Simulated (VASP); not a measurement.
Crystal: TiO2 (CdI2 type).

```
CELL_PARAMETERS angstrom
2.88784 0.00000 0.00000
-1.44392 2.50094 0.00000
0.00000 0.00000 4.62054
ATOMIC_POSITIONS crystal
Ti 0.00000 0.00000 0.00000
O 0.33333 0.66667 0.25000
O 0.66667 0.33333 0.75000
```

| Quantity | Value |
| --- | --- |
| Program | VASP 6.6.1 |
| Task | relaxation of cell and atoms |
| Functional | PBE |
| Potentials or basis | VASP PAW PBE potentials, release 64 (Ti_sv, O) |
| Cutoff | 600 eV |
| k mesh | 13 × 13 × 7 |
| Occupations | fermi-dirac, width 0.05 eV |
| Spin | no spin polarisation |

At the start: pressure -5.9 GPa; volume 11.12 Å³/atom.

Task: Where does the relaxation end?

Result: Over 56 steps the energy falls by 209.1 meV/atom and the volume is 13.41 Å³/atom (+20.6 %); space group P-3m1 (No. 164, to 0.05 Å).

Step by step:
```csv
step,energy change (eV),largest force (eV/Å),pressure (GPa),volume (Å³)
1,0.0000,2.9812,-5.92,33.37
3,-0.4630,0.2216,10.98,31.97
5,-0.5424,0.4748,-0.59,33.85
7,-0.5635,0.1599,2.23,34.37
9,-0.5971,0.0377,-2.17,36.85
11,-0.6109,0.0157,-1.69,37.78
13,-0.6244,0.0489,1.02,38.66
15,-0.6253,0.0655,0.42,39.07
17,-0.6260,0.0873,-0.48,39.39
19,-0.6263,0.0078,-0.05,39.47
21,-0.6264,0.0029,0.03,39.44
23,-0.6265,0.0028,0.32,39.42
25,-0.6265,0.0528,0.14,39.51
27,-0.6265,0.0226,0.22,39.46
29,-0.6266,0.0461,-0.20,39.59
31,-0.6266,0.0353,-0.02,39.53
33,-0.6266,0.0406,-0.11,39.56
35,-0.6268,0.0084,0.08,39.61
37,-0.6268,0.0102,0.03,39.63
39,-0.6268,0.0060,0.08,39.65
41,-0.6271,0.0208,0.28,39.82
43,-0.6271,0.0328,0.44,39.95
45,-0.6272,0.0200,0.33,40.03
47,-0.6272,0.0367,-0.20,40.39
49,-0.6273,0.0108,0.00,40.23
51,-0.6273,0.0077,0.09,40.20
53,-0.6273,0.0107,0.04,40.22
55,-0.6273,0.0074,0.01,40.23
56,-0.6273,0.0020,-0.03,40.24
```

Final structure:
```yaml
crystal:
  lattice:
    - [2.99377, 0.00000, 0.00000]
    - [-1.49689, 2.59268, 0.00000]
    - [0.00000, 0.00000, 5.18472]
  atoms:
    - { symbol: Ti, position: [0.00000, 0.00000, 0.00000] }
    - { symbol: O, position: [0.33333, 0.66667, 0.18628] }
    - { symbol: O, position: [0.66667, 0.33333, 0.81372] }
```

Caveat: the volume moved by over 15 % at a fixed basis, so the end points are rough.
